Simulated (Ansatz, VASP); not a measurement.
## One calculation of BaTiO3, two programs

File POSCAR:

```
BaTiO3
1.0
    3.9873407164      0.0000000000      0.0000000000
    0.0000000000      3.9873407164      0.0000000000
    0.0000000000      0.0000000000      3.9873407164
Ba Ti O
1 1 3
Direct
    0.5000000000      0.5000000000      0.5000000000
    0.0000000000      0.0000000000      0.0000000000
    0.5000000000      0.0000000000      0.0000000000
    0.0000000000      0.5000000000      0.0000000000
    0.0000000000      0.0000000000      0.5000000000
```

File INCAR.step1:

```
SYSTEM = BaTiO3
ALGO = Normal
EDIFF = 1E-4
ENCUT = 520
GGA = PE
ISMEAR = 0
LASPH = .True.
LCHARG = .False.
LREAL = .False.
LWAVE = .True.
NBANDS = 28
NELM = 100
PREC = Accurate
SIGMA = 0.02
```

The input INCAR.step2:

```
SYSTEM = BaTiO3
ALGO = Normal
EDIFF = 1E-6
ENCUT = 520
ISIF = 2
ISMEAR = 0
ISTART = 1
LASPH = .True.
LCHARG = .False.
LMIXTAU = .True.
LREAL = .False.
LWAVE = .False.
METAGGA = R2SCAN
NBANDS = 28
NELM = 100
PREC = Accurate
SIGMA = 0.02
```

File KPOINTS:

```
k-points
0
Gamma
  8 8 8
  0 0 0
```

Input for Ansatz:

```yaml
crystal:
  lattice:
    - [3.9873407164, 0.0, 0.0]
    - [0.0, 3.9873407164, 0.0]
    - [0.0, 0.0, 3.9873407164]
  atoms:
    - { symbol: Ba, position: [0.5, 0.5, 0.5] }
    - { symbol: Ti, position: [0.0, 0.0, 0.0] }
    - { symbol: O, position: [0.5, 0.0, 0.0] }
    - { symbol: O, position: [0.0, 0.5, 0.0] }
    - { symbol: O, position: [0.0, 0.0, 0.5] }
basis:
  ecutwfc: 500
kpoints:
  mp_grid: { grid: [8, 8, 8] }
  band_path: { path: [VBM, CBM], npoints: 2 }
hamiltonian:
  xc: r2scan
scf:
  occupations: { method: gaussian, width: 0.02 }
output:
  forces: true
  stress: true
  eigenvalues: true
checkpoint:
  read: start.run
  write: ck
  compress: false
  write_wavefunctions: false
  write_every: 100000
```

Alike in both runs: task single point; functional r2SCAN; k mesh 8 × 8 × 8; occupations gaussian, width 0.02 eV; no spin polarisation.

```csv
,VASP,Ansatz
version,VASP 6.6.1,Ansatz 0.2.0
potentials or method,"VASP PAW PBE potentials, release 64 (Ba_sv, Ti_sv, O), cutoff 520 eV","scalar-relativistic, plane waves, PAW"
valence electrons in the cell,40,40
```

VASP gave:

| Quantity | Value |
| --- | --- |
| gap on the k mesh at the Fermi level (eV) | 2.16 |
| least direct gap on the mesh (eV) | 2.31 |
| pressure (GPa) | 2.9 |

Task: Estimate Ansatz's values.

Result: gap on the k mesh at the Fermi level (eV): 2.19; least direct gap on the mesh (eV): 2.29; pressure (GPa): 0.9.

VASP's potentials were made for PBE, not for r2SCAN.

Spin-orbit coupling is off throughout.
